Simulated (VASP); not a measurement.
# Mo3W (Fm-3m) in VASP: notebook

Runs on Mo3W. Level: PBE. Tasks: single point, relaxation of cell and atoms.

Everything below comes from runs of VASP 6.6.1. Logs are shortened: lines on timing, memory, paths and dates and some standing lists are left out, and cuts for length are marked.

**1. The cell of the first run**

The structure is cubic, space group Fm-3m (No. 225). Conventional cell: a = 6.332 Å, b = 6.332 Å, c = 6.332 Å, α = 90.00°, β = 90.00°, γ = 90.00°. Mo (site symmetry -43m) has 10 Mo at 2.74 to 3.17 Å and 4 W at 2.74 Å within 3.6 Å. Within 3.6 Å of Mo (site symmetry m-3m) lie 8 Mo at 2.74 Å and 6 W at 3.17 Å. W (site symmetry m-3m) has 14 Mo at 2.74 to 3.17 Å within 3.6 Å.

**2. Single point, PBE, non-collinear spin, zero start, spin-orbit coupling**

The input, INCAR:

```
SYSTEM = Mo3W
ALGO = Normal
EDIFF = 1E-6
ENCUT = 500
GGA = PE
GGA_COMPAT = .FALSE.
ISIF = 2
ISMEAR = 0
LASPH = .TRUE.
LCHARG = .FALSE.
LMAXMIX = 4
LNONCOLLINEAR = .TRUE.
LORBIT = 11
LORBMOM = .TRUE.
LREAL = .FALSE.
LSORBIT = .TRUE.
LWAVE = .FALSE.
MAGMOM = 0 0 0 0 0 0 0 0 0 0 0 0
NBANDS = 70
NELM = 200
PREC = Accurate
SIGMA = 0.1
```

The input, KPOINTS:

```
k-points
0
G
  12 12 12
  0 0 0
```

The input, POSCAR:

```
Mo3W
1.0
    0.0000000000      3.1659870310      3.1659870310
    3.1659870310      0.0000000000      3.1659870310
    3.1659870310      3.1659870310      0.0000000000
Mo W
3 1
Direct
    0.7500000000      0.7500000000      0.7500000000
    0.2500000000      0.2500000000      0.2500000000
    0.0000000000      0.0000000000      0.0000000000
    0.5000000000      0.5000000000      0.5000000000
```

Potentials or basis: VASP PAW PBE potentials, release 64 (Mo_sv, W_sv).

Launch:

```sh
$ cat potpaw_PBE.64/Mo_sv/POTCAR potpaw_PBE.64/W_sv/POTCAR > POTCAR
$ mpirun -np 1 vasp_ncl > vasp.out
```

OUTCAR:

```text
SYSTEM = Mo3W
   EDIFF = 1E-6
   ENCUT = 500
   GGA = PE
   ISIF = 2
   ISMEAR = 0
   LASPH = .TRUE.
   LNONCOLLINEAR = .TRUE.
   LORBIT = 11
   LREAL = .FALSE.
   LSORBIT = .TRUE.
   NELM = 200
   PREC = Accurate

 ion  position               nearest neighbor table
   1  0.750  0.750  0.750-   4 2.74   4 2.74   4 2.74   3 2.74   4 2.74   3 2.74   3 2.74   3 2.74
                             2 3.17   2 3.17   2 3.17   2 3.17   2 3.17   2 3.17
   2  0.250  0.250  0.250-   3 2.74   3 2.74   3 2.74   3 2.74   4 2.74   4 2.74   4 2.74   4 2.74
                             1 3.17   1 3.17   1 3.17   1 3.17   1 3.17   1 3.17
   3  0.000  0.000  0.000-   1 2.74   1 2.74   1 2.74   1 2.74   2 2.74   2 2.74   2 2.74   2 2.74
                             4 3.17   4 3.17   4 3.17   4 3.17   4 3.17   4 3.17
   4  0.500  0.500  0.500-   2 2.74   2 2.74   2 2.74   1 2.74   2 2.74   1 2.74   1 2.74   1 2.74
                             3 3.17   3 3.17   3 3.17   3 3.17   3 3.17   3 3.17

  LATTYP: Found a face centered cubic cell.
 ALAT       =     6.3319740620

  Lattice vectors:

 A1 = (   0.0000000000,   3.1659870310,   3.1659870310)
 A2 = (   3.1659870310,   0.0000000000,   3.1659870310)
 A3 = (   3.1659870310,   3.1659870310,   0.0000000000)

Analysis of symmetry for initial positions (statically):
=====================================================================
 Subroutine PRICEL returns:
 Original cell was already a primitive cell.

 Routine SETGRP: Setting up the symmetry group for a
 face centered cubic supercell.

 Subroutine GETGRP returns: Found 48 space group operations
 (whereof 48 operations were pure point group operations)
 out of a pool of 48 trial point group operations.

The static configuration has the point symmetry O_h .

Analysis of symmetry for dynamics (positions and initial velocities):
=====================================================================
 Subroutine PRICEL returns:
 Original cell was already a primitive cell.

 Routine SETGRP: Setting up the symmetry group for a
 face centered cubic supercell.

 Subroutine GETGRP returns: Found 48 space group operations
 (whereof 48 operations were pure point group operations)
 out of a pool of 48 trial point group operations.

The dynamic configuration has the point symmetry O_h .

Analysis of structural, dynamic, and magnetic symmetry:
=====================================================================
 Subroutine PRICEL returns:
 Original cell was already a primitive cell.

 Routine SETGRP: Setting up the symmetry group for a
 face centered cubic supercell.

 Subroutine GETGRP returns: Found 48 space group operations
 (whereof 48 operations were pure point group operations)
 out of a pool of 48 trial point group operations.

The overall configuration has the point symmetry O_h .

 Subroutine INISYM returns: Found 48 space group operations
 (whereof 48 operations are pure point group operations),
 and found     1 'primitive' translations

----------------------------------------------------------------------------------------

                                     Primitive cell

  volume of cell :      63.4684

  direct lattice vectors                    reciprocal lattice vectors
     0.000000000  3.165987031  3.165987031    -0.157928632  0.157928632  0.157928632
     3.165987031  0.000000000  3.165987031     0.157928632 -0.157928632  0.157928632
     3.165987031  3.165987031  0.000000000     0.157928632  0.157928632 -0.157928632

  length of vectors
     4.477381798  4.477381798  4.477381798     0.273540414  0.273540414  0.273540414

  position of ions in fractional coordinates (direct lattice)
     0.750000000  0.750000000  0.750000000
     0.250000000  0.250000000  0.250000000
     0.000000000  0.000000000  0.000000000
     0.500000000  0.500000000  0.500000000

  ion indices of the primitive-cell ions
   primitive index   ion index
                 1           1
                 2           2
                 3           3
                 4           4

----------------------------------------------------------------------------------------

 KPOINTS: k-points

[... 118 lines left out ...]

 E-fermi :  12.1278     XC(G=0): -13.3897

 val. band max:       12.0863605176   @ k =   0.4167   0.2500   0.0000
 cond. band min:      12.1444666168   @ k =  -0.4167   0.4167   0.0833
 fundamental gap:      0.0581060992
 Fermi energy:        12.1277585514

 k-point     1 :       0.0000    0.0000    0.0000
  band No.  band energies     occupation
      1     -61.9614      1.00000
      2     -61.9614      1.00000
      3     -49.1089      1.00000
      4     -49.1089      1.00000
      5     -48.8448      1.00000
      6     -48.8448      1.00000
[... 1693 lines left out ...]
     67      14.5301      0.00000
     68      14.5301      0.00000

 [... further k-points ...]

 [bands above 68 left out]

------------------------ aborting loop because EDIFF is reached ----------------------------------------

  FORCE on cell =-STRESS in cart. coord.  units (eV):
  Direction    XX          YY          ZZ          XY          YZ          ZX
  --------------------------------------------------------------------------------------
  -------------------------------------------------------------------------------------
  Total        0.3097511      0.3097511      0.3097511     -0.0000000     -0.0000000      0.0000000
  in kB        7.8192682      7.8192682      7.8192682     -0.0000000     -0.0000000      0.0000000
  external PRESSURE =       7.8192682 kB  Pullay stress =       0.0000000 kB

 VOLUME and BASIS-vectors are now :
 -----------------------------------------------------------------------------
  energy-cutoff  :      500.00
  volume of cell :       63.47
      direct lattice vectors                 reciprocal lattice vectors
     0.000000000  3.165987031  3.165987031    -0.157928632  0.157928632  0.157928632
     3.165987031  0.000000000  3.165987031     0.157928632 -0.157928632  0.157928632
     3.165987031  3.165987031  0.000000000     0.157928632  0.157928632 -0.157928632

 POSITION                                       TOTAL-FORCE (eV/Angst)
 -----------------------------------------------------------------------------------
      4.74898      4.74898      4.74898        -0.000000     -0.000000      0.000000
      1.58299      1.58299      1.58299         0.000000      0.000000     -0.000000
      0.00000      0.00000      0.00000         0.000000     -0.000000      0.000000
      3.16599      3.16599      3.16599         0.000000     -0.000000      0.000000
 -----------------------------------------------------------------------------------
    total drift:                                0.000000      0.000000      0.000000

  FREE ENERGIE OF THE ION-ELECTRON SYSTEM (eV)
  ---------------------------------------------------
  free  energy   TOTEN  =       -46.9069583188 eV

  energy  without entropy=      -46.8978360786  energy(sigma->0) =      -46.90239720

 orbital moment (x)

 # of ion     p       d       tot
 ----------------------------------------
  1        -0.000   0.000   0.000
  2        -0.000   0.000   0.000
  3         0.000  -0.000  -0.000
  4         0.000   0.000   0.000
 ----------------------------------------
           -0.000   0.000   0.000

 orbital moment (y)

 # of ion     p       d       tot
 ----------------------------------------
  1        -0.000  -0.000  -0.000
  2        -0.000   0.000   0.000
  3         0.000   0.000   0.000
  4         0.000  -0.000  -0.000
 ----------------------------------------
           -0.000   0.000   0.000

 orbital moment (z)

 # of ion     p       d       tot
 ----------------------------------------
  1         0.000   0.000   0.000
  2         0.000  -0.000  -0.000
  3         0.000   0.000   0.000
  4         0.000   0.000   0.000
 ----------------------------------------
            0.000   0.000   0.000

 Spin-Orbit-Coupling matrix elements

 Ion:    1  E_soc:     -0.2099849
 l=   1
     0.0000000    -0.0297834    -0.0297834
    -0.0297834     0.0000000    -0.0297834
    -0.0297834    -0.0297834     0.0000000
 l=   2
     0.0000000    -0.0014829     0.0000000    -0.0014829    -0.0037311
    -0.0014829     0.0000000    -0.0027983    -0.0014829    -0.0009328
     0.0000000    -0.0027983     0.0000000    -0.0027983     0.0000000
    -0.0014829    -0.0014829    -0.0027983     0.0000000    -0.0009328
    -0.0037311    -0.0009328     0.0000000    -0.0009328     0.0000000
 l=   3
     0.0000000     0.0000000     0.0000000     0.0000000     0.0000000     0.0000000     0.0000000
     0.0000000     0.0000000     0.0000000     0.0000000     0.0000000     0.0000000     0.0000000
     0.0000000     0.0000000     0.0000000     0.0000000     0.0000000     0.0000000     0.0000000
     0.0000000     0.0000000     0.0000000     0.0000000     0.0000000     0.0000000     0.0000000
[... 49 lines left out ...]
 l=   2
     0.0000000    -0.0080701     0.0000000    -0.0080701    -0.0271797
    -0.0080701     0.0000000    -0.0203848    -0.0080701    -0.0067949
     0.0000000    -0.0203848     0.0000000    -0.0203848     0.0000000
    -0.0080701    -0.0080701    -0.0203848     0.0000000    -0.0067949
    -0.0271797    -0.0067949     0.0000000    -0.0067949     0.0000000
 l=   3
     0.0000000     0.0000000     0.0000000     0.0000000     0.0000000     0.0000000     0.0000000
     0.0000000     0.0000000     0.0000000     0.0000000     0.0000000     0.0000000     0.0000000
     0.0000000     0.0000000     0.0000000     0.0000000     0.0000000     0.0000000     0.0000000
     0.0000000     0.0000000     0.0000000     0.0000000     0.0000000     0.0000000     0.0000000
     0.0000000     0.0000000     0.0000000     0.0000000     0.0000000     0.0000000     0.0000000
     0.0000000     0.0000000     0.0000000     0.0000000     0.0000000     0.0000000     0.0000000
     0.0000000     0.0000000     0.0000000     0.0000000     0.0000000     0.0000000     0.0000000

 total charge

# of ion       s       p       d       tot
------------------------------------------
    1        2.371   6.212   3.924  12.506
    2        2.371   6.212   3.924  12.506
    3        2.373   6.206   3.881  12.460
    4        2.420   6.313   3.310  12.044
--------------------------------------------------
tot          9.535  24.943  15.038  49.516

 magnetization (x)

# of ion       s       p       d       tot
------------------------------------------
    1        0.000   0.000  -0.000  -0.000
    2        0.000  -0.000  -0.000  -0.000
    3       -0.000  -0.000   0.000  -0.000
    4        0.000   0.000   0.000   0.000
--------------------------------------------------
tot         -0.000   0.000  -0.000  -0.000

 magnetization (y)

# of ion       s       p       d       tot
------------------------------------------
    1        0.000  -0.000  -0.000  -0.000
    2        0.000   0.000   0.000   0.000
    3        0.000   0.000  -0.000  -0.000
    4        0.000   0.000  -0.000  -0.000
--------------------------------------------------
tot          0.000   0.000  -0.000  -0.000

 magnetization (z)

# of ion       s       p       d       tot
------------------------------------------
    1        0.000  -0.000   0.000   0.000
    2        0.000  -0.000   0.000   0.000
    3        0.000   0.000   0.000   0.000
    4        0.000  -0.000  -0.000  -0.000
--------------------------------------------------
tot          0.000  -0.000   0.000   0.000
```

Run time: 11 min. Hardware: 1 thread of AMD EPYC 9R45 (Zen 5), shared host; peak memory 0.62 GiB.

Results:

- Free energy: -46.9070 eV
- Pressure: 0.8 GPa
- Net moment: 0.00 μB per cell
- Valence electrons inside the program's atomic spheres: Mo 12.51, 12.46 (each value once); W 12.04

Moments on the atoms (μB; x, y, z):
```
Mo  0.00 0.00 0.00
Mo  0.00 0.00 0.00
Mo  0.00 0.00 0.00
W   0.00 0.00 0.00
```

(Part 1 of 3 ends here.)
